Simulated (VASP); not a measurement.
A run of VASP 6.6.1:

The input INCAR:

```
ALGO = Fast ; EDIFF = 1E-7
ENCUT = 520 ; GGA = PE
ISIF = 2 ; ISMEAR = 0
LASPH = True ; LCHARG = False
LREAL = False ; LWAVE = False
NBANDS = 19 ; NELM = 100
PREC = Accurate ; SIGMA = 0.15
```

The input KPOINTS:

```
k-points
0
Gamma
  24 24 10
```

Contents of POSCAR:

```
Zn
1.0
    2.8779818974      0.0000000000      0.0000000000
   -1.4389909487      2.4924054348      0.0000000000
    0.0000000000      0.0000000000      4.7488320000
Zn
2
Direct
    0.3333333333      0.6666666667      0.2500000000
    0.6666666667      0.3333333333      0.7500000000
```

Potentials or basis: VASP PAW PBE potentials, release 64 (Zn).

Command:

```bash
$ cat potpaw_PBE.64/Zn/POTCAR > POTCAR
$ mpirun -np 1 vasp_std > vasp.out
```

Hardware: 1 thread of Intel(R) Xeon(R) 6975P-C (Granite Rapids), on a shared host.

Problem. How long does it take, and how much memory?

Solution. It took 80 s on 1 thread of Intel(R) Xeon(R) 6975P-C (Granite Rapids), on a shared host, peak memory 0.3 GiB. Counts: scf iterations 15, k points 366.
